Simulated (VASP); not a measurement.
Au, 1 atom in the cell. Symmetry: I4/mmm, No. 139, tetragonal system. The conventional cell has a = 3.149 Å, b = 3.149 Å, c = 3.232 Å, α = 90.00°, β = 90.00°, γ = 90.00°. Within 3.6 Å of Au (site symmetry 4/mmm) lie 14 Au at 2.75 to 3.23 Å.  This cell differs from its parent crystal: strain -0.050 along x and y, -0.025 along z.

| Quantity | Value |
| --- | --- |
| Program | VASP 6.6.1 |
| Task | single point |
| Functional | r2SCAN |
| Potentials or basis | VASP PAW PBE potentials, release 64 (Au) |
| Cutoff | 520 eV |
| k mesh | 20 × 20 × 20 |
| Occupations | gaussian, width 0.15 eV |
| Spin | no spin polarisation |
| Dipole correction | no |
| Further INCAR settings | ALGO = Normal; EDIFF = 1e-07; NBANDS = 12 |

Potentials or basis: VASP PAW PBE potentials, release 64 (Au).

Launch:

```sh
$ cat potpaw_PBE.64/Au/POTCAR > POTCAR
$ cp INCAR.step1 INCAR
$ mpirun -np 1 vasp_std > vasp.out
$ cp INCAR.step2 INCAR
$ mpirun -np 1 vasp_std > vasp.out
```

Hardware: 1 thread of Intel(R) Xeon(R) Platinum 8559C (Emerald Rapids) (shared host).

**Question.** How long does it take, and how much memory?

**Answer.** Wall time 3.1 min on 1 thread of Intel(R) Xeon(R) Platinum 8559C (Emerald Rapids) (shared host), peak memory 0.23 GiB. Counts: k points 641.
